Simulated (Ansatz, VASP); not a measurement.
**Ca in VASP and in Ansatz**

```
CELL_PARAMETERS angstrom
0.00000 3.03547 2.36767
3.03547 0.00000 2.36767
3.03547 3.03547 0.00000
ATOMIC_POSITIONS crystal
Ca 0.00000 0.00000 0.00000
```

Alike in both runs: task single point; functional PBE; k mesh 16 × 16 × 16; occupations gaussian, width 0.15 eV; no spin polarisation.

|  | VASP | Ansatz |
| --- | --- | --- |
| version | VASP 6.6.1 | Ansatz 0.2.0 |
| potentials or method | VASP PAW PBE potentials, release 64 (Ca_sv), cutoff 520 eV | scalar-relativistic, plane waves, PAW |
| valence electrons in the cell | 10 | 10 |

|  | VASP | Ansatz | Ansatz less VASP |
| --- | --- | --- | --- |
| gap on the k mesh at the Fermi level (eV) | none | none | - |
| pressure (GPa) | -0.6 | -0.6 | 0.00 |
| traceless stress, the component that is largest in VASP (GPa) | 0.16 | 0.16 | 0.000 |

A gap of «none» marks a metal or a gap that the smearing closes.
